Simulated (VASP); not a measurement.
Input of a VASP 6.6.1 run:

Contents of INCAR:

```
SYSTEM = TaC
PREC     = Accurate       ! precision mode
ENCUT    = 600            ! plane-wave cutoff, eV
EDIFF    = 1E-6           ! SCF threshold, eV
ISMEAR   = 0              ! smearing method
SIGMA    = 0.1            ! smearing width, eV
LREAL    = .False.        ! projectors in reciprocal space
LASPH    = .True.         ! aspherical terms in the spheres
NELM     = 120            ! most SCF steps
ALGO     = Normal         ! electronic algorithm
ISIF     = 2              ! what is computed and relaxed
LWAVE    = .False.        ! write WAVECAR
LCHARG   = .True.         ! write CHGCAR
GGA      = PE             ! functional
LELF     = .True.         ! ELF
LVHAR    = .True.       
NBANDS   = 14             ! bands
GGA_COMPAT= .False.
```

The input KPOINTS:

```
regular mesh
0
Gamma
  16 16 16
  0 0 0
```

The input POSCAR:

```
TaC
1.0
    0.0000000000      2.2149970336      2.2149970336
    2.2149970336      0.0000000000      2.2149970336
    2.2149970336      2.2149970336      0.0000000000
Ta C
1 1
Direct
    0.0000000000      0.0000000000      0.0000000000
    0.5000000000      0.5000000000      0.5000000000
```

Potentials or basis: VASP PAW PBE potentials, release 64 (Ta_pv, C).

Command:

```sh
$ cat potpaw_PBE.64/Ta_pv/POTCAR potpaw_PBE.64/C/POTCAR > POTCAR
$ mpirun -np 1 vasp_std > vasp.out
```

Task: Predict the band gap on the k mesh.

Result: Zero (an odd number of electrons rules out a gap without spin polarisation).

Task: Predict the pressure.

Result: 11.3 GPa.

Caveat: the cell stands under pressure; spin-orbit coupling is left out, which moves the levels of the heavy elements.
